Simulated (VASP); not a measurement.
Set up this calculation in VASP 6.6.1, as the native input.

```
Task                   : single point
Functional             : PBE
Potentials or basis    : VASP PAW PBE potentials, release 64 (Al, N)
Cutoff                 : 600 eV
k mesh                 : 10 × 10 × 10
Occupations            : gaussian, width 0.02 eV
Spin                   : no spin polarisation
Dipole correction      : no
Further INCAR settings : ALGO = Normal; EDIFF = 1e-06; NBANDS = 11
```

The structure of AlN lies in POSCAR:

```
AlN
1.0
    0.0000000000      2.2016237869      2.2016237869
    2.2016237869      0.0000000000      2.2016237869
    2.2016237869      2.2016237869      0.0000000000
Al N
1 1
Direct
    0.0000000000      0.0000000000      0.0000000000
    0.2500000000      0.2500000000      0.2500000000
```

The input as run:

INCAR

```
ALGO = Normal
EDIFF = 1E-6
ENCUT = 600
GGA = PE
GGA_COMPAT = False
ISIF = 2
ISMEAR = 0
LASPH = True
LCHARG = False
LREAL = False
LWAVE = False
NBANDS = 11
NELM = 120
PREC = Accurate
SIGMA = 0.02
```

KPOINTS

```
k-points
0
Gamma
  10 10 10
```

Potentials or basis: VASP PAW PBE potentials, release 64 (Al, N).

Command:

```bash
$ cat potpaw_PBE.64/Al/POTCAR potpaw_PBE.64/N/POTCAR > POTCAR
$ mpirun -np 1 vasp_std > vasp.out
```

It gave:

The pressure is -0.4 GPa and the band gap on the k mesh is 3.31 eV, indirect (least direct gap 3.98 eV).

Wall time 11 s on 1 thread of AMD EPYC 9R14 (Zen 4), with other jobs on the host, peak memory 0.12 GiB.
